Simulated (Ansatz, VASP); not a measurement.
## One calculation of PbO, two programs

File POSCAR:

```
PbO
1.0
    3.9744000000      0.0000000000      0.0000000000
    0.0000000000      3.9744000000      0.0000000000
    0.0000000000      0.0000000000      5.0219000000
Pb O
2 2
Direct
    0.0000000000      0.5000000000      0.2356000000
    0.5000000000      0.0000000000      0.7644000000
    0.0000000000      0.0000000000      0.0000000000
    0.5000000000      0.5000000000      0.0000000000
```

Contents of INCAR.step1:

```
SYSTEM = PbO
  PREC = Accurate
  ENCUT = 600
  ISMEAR = 0
  SIGMA = 0.02
  LREAL = .FALSE.
  LASPH = .TRUE.
  NELM = 100
  GGA = PE
  ALGO = Normal
  EDIFF = 1E-4
  LWAVE = .TRUE.
  LCHARG = .FALSE.
```

File INCAR.step2:

```
SYSTEM = PbO
  PREC = Accurate
  ENCUT = 600
  EDIFF = 1E-6
  ISMEAR = 0
  SIGMA = 0.02
  LREAL = .FALSE.
  LASPH = .TRUE.
  NELM = 100
  ALGO = Normal
  ISIF = 3
  LWAVE = .FALSE.
  LCHARG = .FALSE.
  METAGGA = R2SCAN
  LMIXTAU = .TRUE.
  LUSE_VDW = .TRUE.
  IVDW_NL = 2
  BPARAM = 11.95
  CPARAM = 0.0093
  IBRION = 2
  NSW = 100
  EDIFFG = -0.002
  ISTART = 1
```

Contents of KPOINTS:

```
regular mesh
0
G
  8 8 6
  0 0 0
```

Input for Ansatz:

```yaml
crystal:
  lattice:
    - [3.9744, 0.0, 0.0]
    - [0.0, 3.9744, 0.0]
    - [0.0, 0.0, 5.0219]
  atoms:
    - { symbol: Pb, position: [0.0, 0.5, 0.2356] }
    - { symbol: Pb, position: [0.5, 0.0, 0.7644] }
    - { symbol: O, position: [0.0, 0.0, 0.0] }
    - { symbol: O, position: [0.5, 0.5, 0.0] }
basis:
  ecutwfc: 500
kpoints:
  mp_grid: { grid: [8, 8, 6] }
hamiltonian:
  xc: r2scan
  dispersion: rvv10
  pseudopotentials: { kind: paw, azcp: { folder: soft_1 } }
scf:
  occupations: { method: gaussian, width: 0.02 }
output:
  forces: true
  stress: true
  eigenvalues: true
relax:
  adjacent_minimum: "off"
  f_tol: 0.002
  max_steps: 80
  cell: { stress_tol: 0.02 }
```

Alike in both runs: task relaxation of cell and atoms; functional r2SCAN; dispersion rVV10; k mesh 8 × 8 × 6; occupations gaussian, width 0.02 eV; no spin polarisation.

|  | VASP | Ansatz |
| --- | --- | --- |
| version | VASP 6.6.1 | Ansatz 0.2.0 |
| potentials or method | VASP PAW PBE potentials, release 64 (Pb_d, O), cutoff 600 eV | scalar-relativistic, plane waves, PAW |
| valence electrons in the cell | 40 | 40 |

|  | VASP | Ansatz | Ansatz less VASP |
| --- | --- | --- | --- |
| gap on the k mesh at the Fermi level, each at its own relaxed structure (eV) | 1.48 | 1.50 | +0.019 |
| relaxed volume (Å³/atom) | 19.86 | 19.84 | -0.022 |
| relaxed length of the cell vector where the two differ most in proportion (Å) | 4.990 | 5.011 | +0.0212 |

VASP's potentials were made for PBE, not for r2SCAN.

Spin-orbit coupling is off throughout.
